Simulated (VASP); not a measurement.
# Al16O23 (a cell with a defect): single point with PBEsol

System: Al16O23 (a cell with a defect).

```
Al O
1.0
    -4.75370   -2.74455    4.32417
     4.75370   -2.74455    4.32417
     0.00000    5.48910    4.32417
Al O
16 23
Cartesian
  0.0113 0.0226 4.5767
  0.0139 0.0211 1.9095
  -0.0070 0.0079 8.3962
  0.0103 -0.0022 11.0626
  0.2044 -2.7547 8.7712
  -0.0092 -2.7437 6.1842
  0.0020 2.7624 4.0657
  -0.0840 2.7617 6.7127
  -2.3942 1.3556 8.8793
  -2.3826 1.3489 6.2553
  2.3087 -1.4569 3.9712
  2.3377 -1.4735 6.8393
  2.3822 1.3647 8.9504
  2.2658 1.5442 6.3633
  -2.3201 -1.4364 4.0978
  -2.3624 -1.3616 6.7447
  -0.9331 1.3631 7.5687
  -0.7049 -1.5225 7.6044
  1.6842 0.1015 7.5101
  1.0170 -1.3095 5.4230
  0.7309 1.4984 5.3998
  -1.6340 -0.1224 5.4025
  3.7877 1.3728 7.5302
  -0.7309 1.3056 3.1911
  -3.1061 0.1092 7.5673
  -3.8215 -1.3624 5.4106
  0.7200 -1.2852 9.7064
  3.1111 -2.5186 5.3874
  1.4962 0.0198 3.2952
  1.5434 2.6072 7.6143
  -0.7542 -3.9798 7.6244
  -1.4730 -0.0191 9.7524
  -1.6449 -2.6446 5.4057
  0.7110 4.0128 5.4079
  1.4862 -2.8489 7.5203
  -3.1067 2.6180 7.5659
  -0.7086 -1.2273 3.2431
  -1.4679 2.7423 5.4047
  0.7171 1.2421 9.7294
```

- Program: VASP 6.6.1
- Task: single point
- Functional: PBEsol
- Potentials or basis: VASP PAW PBE potentials, release 64 (Al, O)
- Cutoff: 520 eV
- k mesh: 2 × 2 × 2
- Occupations: gaussian, width 0.05 eV
- Spin: no spin polarisation

```yaml
Largest_force: 0.019 eV/Å
```

Forces in eV/Å, atoms in the order of the input:
```
Al   0.003  0.003  0.000
Al   0.001  0.004  0.000
Al   0.002  0.005  0.000
Al   0.004  0.005  0.000
Al  -0.010 -0.009  0.010
Al   0.015 -0.005  0.001
Al  -0.003  0.001 -0.008
Al   0.009 -0.006  0.015
Al   0.000  0.000  0.008
Al   0.000  0.001 -0.008
Al   0.002  0.002  0.004
Al   0.001  0.003 -0.004
Al  -0.012  0.011 -0.001
Al  -0.003 -0.013 -0.010
Al  -0.010  0.005 -0.015
Al   0.002 -0.002  0.008
O    0.004 -0.004  0.002
O   -0.008  0.001 -0.009
O   -0.002 -0.001  0.001
O    0.003  0.005  0.001
O   -0.002 -0.005 -0.009
O    0.003  0.000 -0.003
O    0.005 -0.006  0.009
O    0.010  0.006  0.003
O   -0.002 -0.004  0.000
O   -0.004 -0.004  0.009
O   -0.003  0.006  0.012
O    0.003  0.005 -0.001
O    0.001  0.011 -0.003
O   -0.006 -0.001  0.003
O    0.001 -0.002 -0.001
O    0.007  0.001 -0.012
O   -0.004 -0.005  0.002
O   -0.002  0.002  0.003
O    0.002 -0.006 -0.003
O   -0.005  0.002 -0.002
O    0.004  0.007  0.000
O   -0.002 -0.006 -0.002
O   -0.005 -0.009  0.000
```

Levels at points of the mesh, in eV from the Fermi level:
```csv
k point,band 90,band 91,band 92,band 93,band 94,band 95
"(0.00, 0.00, 0.00)",-0.40,-0.38,-0.31,2.84,6.52,7.25
"(0.50, 0.00, 0.00)",-0.56,-0.50,-0.41,3.25,6.55,7.41
"(0.00, 0.50, 0.00)",-0.70,-0.46,-0.37,3.14,6.94,7.39
"(0.50, 0.50, 0.00)",-0.57,-0.51,-0.40,3.30,6.93,7.38
"(0.50, 0.00, 0.50)",-0.59,-0.47,-0.38,3.34,6.86,7.31
"(0.50, 0.50, 0.50)",-0.48,-0.43,-0.42,3.35,6.99,7.54
```

Wall time 14 min on 1 thread of Intel Xeon 8259CL (shared host), peak memory 0.46 GiB.

Caveat: the k points lie up to 0.45 Å⁻¹ apart; the cell carries a net charge on a neutralising background, which shifts energy and pressure; the cell is charged against a uniform background, so pressure and absolute levels hang on convention; the PAW data sets were made with another functional, which shifts forces and pressure a little.
